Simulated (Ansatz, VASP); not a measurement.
## One calculation of Y, two programs

```
Y
1.0
     0.00000    2.52469    2.52469
     2.52469    0.00000    2.52469
     2.52469    2.52469    0.00000
Y
1
Direct
  0.00000 0.00000 0.00000
```

Alike in both runs: task single point; functional r2SCAN; k mesh 14 × 14 × 14; occupations gaussian, width 0.1 eV; no spin polarisation.

|  | VASP | Ansatz |
| --- | --- | --- |
| version | VASP 6.6.1 | Ansatz 0.2.0 |
| potentials or method | VASP PAW PBE potentials, release 64 (Y_sv), cutoff 520 eV | scalar-relativistic, plane waves, PAW |
| valence electrons in the cell | 11 | 11 |

VASP gave:

* gap on the k mesh at the Fermi level (eV): none
* pressure (GPa): 1.3

Q: Which values does Ansatz return?

A: gap on the k mesh at the Fermi level (eV): none; pressure (GPa): 1.2.

VASP's potentials were made for PBE, not for r2SCAN. A gap of «none» marks a metal or a gap that the smearing closes.
